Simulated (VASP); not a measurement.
Write the native input for VASP 6.6.1 that does the following.

```yaml
Task: single point
Functional: PBE
Potentials_or_basis: VASP PAW PBE potentials, release 64 (Mg, Tl_d, O)
Cutoff: 520 eV
k_mesh: 4 × 4 × 1
Occupations: gaussian, width 0.1 eV
Spin: no spin polarisation
Dipole_correction: yes
Further_INCAR_settings: ALGO = Normal; EDIFF = 1e-07; NBANDS = 20
```

The structure of Mg2TlO lies in POSCAR:

```
Mg2TlO
1.0
    5.2574832119      0.0000000000      0.0000000000
    0.0000000000      5.2574832119      0.0000000000
    0.0000000000      0.0000000000     23.8000000000
Mg Tl O
2 1 1
Direct
    0.5000000000      0.0000000000      0.2941176471
    0.0000000000      0.5000000000      0.2941176471
    0.5000000000      0.5000000000      0.2941176471
    0.0000000000      0.0000000000      0.2941176471
```

The cell was generated, and may not be a known phase.

One way to write it, as run:

INCAR

```
ALGO = Normal
DIPOL = 0.5 0.5 0.294
EDIFF = 1E-7
ENCUT = 520
GGA = PE
IDIPOL = 3
ISIF = 2
ISMEAR = 0
LASPH = T
LCHARG = F
LDIPOL = T
LREAL = F
LWAVE = F
NBANDS = 20
NELM = 60
PREC = Accurate
SIGMA = 0.1
```

KPOINTS

```
k-points
0
Gamma
  4 4 1
```

Potentials or basis: VASP PAW PBE potentials, release 64 (Mg, Tl_d, O).

The run is started by

```bash
$ cat potpaw_PBE.64/Mg/POTCAR potpaw_PBE.64/Tl_d/POTCAR potpaw_PBE.64/O/POTCAR > POTCAR
$ mpirun -np 1 vasp_std > vasp.out
```

Results of the run:

```yaml
Band_gap_on_the_k_mesh: zero (an odd number of electrons rules out a gap without spin polarisation)
```

Caveat: spin-orbit coupling is left out, which moves the levels of the heavy elements; an odd number of electrons without spin polarisation forces a metal; a magnetic or distorted state may lie lower.

Run time: 3.7 min on 1 thread of Oxide Virtual Turin-like Processor, on a shared host, peak memory 0.62 GiB.
